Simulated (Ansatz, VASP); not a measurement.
## Two plane-wave programs on HBr

```
CELL_PARAMETERS angstrom
0.00000 2.82000 3.03150
2.77750 0.00000 3.03150
2.77750 2.82000 0.00000
ATOMIC_POSITIONS crystal
H 0.00000 0.00000 0.00000
Br 0.50000 0.50000 0.50000
```

Alike in both runs: task single point; functional r2SCAN; k mesh 6 × 6 × 6; occupations gaussian, width 0.1 eV; no spin polarisation.

|  | VASP | Ansatz |
| --- | --- | --- |
| version | VASP 6.6.1 | Ansatz 0.2.0 |
| potentials or method | VASP PAW PBE potentials, release 64 (H, Br), cutoff 520 eV | scalar-relativistic, plane waves, PAW |
| valence electrons in the cell | 8 | 8 |

|  | VASP | Ansatz | Ansatz less VASP |
| --- | --- | --- | --- |
| gap on the k mesh at the Fermi level (eV) | none | none | - |
| pressure (GPa) | -8.0 | -8.0 | +0.04 |
| traceless stress, the component that is largest in VASP (GPa) | 3.38 | 3.39 | +0.010 |

VASP's potentials were made for PBE, not for r2SCAN. A gap of «none» marks a metal or a gap that the smearing closes.
